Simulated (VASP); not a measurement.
Runs of VASP 6.6.1 on GaSb. Symmetry: I-4m2, No. 119, tetragonal system. The conventional cell has a = 5.507 Å, b = 5.507 Å, c = 3.181 Å, α = 90.00°, β = 90.00°, γ = 90.00°. Ga (site symmetry -4m2) has 8 Sb at 2.87 to 3.64 Å and 2 Ga at 3.18 Å within 3.8 Å. Sb (site symmetry -4m2) has 8 Ga at 2.87 to 3.64 Å and 2 Sb at 3.18 Å within 3.8 Å. 

```tsv
k mesh	gap on the mesh (eV)	pressure (GPa)
6 × 6 × 6	none	-2.7
10 × 10 × 10	none	-2.9
8 × 8 × 8	none	-2.8
4 × 4 × 4	none	(a)
```

Alike in all rows: task single point; level PBEsol; potentials or basis VASP PAW PBE potentials, release 64 (Ga_d, Sb); no spin polarisation; cell as given; cutoff (eV) 500; smearing methfessel-paxton 0.05 eV.

**Question.** Estimate the missing entries.

**Answer.** (a) -3.9.

Caveats: some runs use coarse meshes; the PAW data sets were made with another functional, which shifts forces and pressure a little; spin-orbit coupling is left out, which moves the levels of the heavy elements.

A k mesh can miss the band edges, and the runs leave out spin-orbit coupling on Ga, Sb.

A gap of «none» marks levels without a gap at the run's occupations.
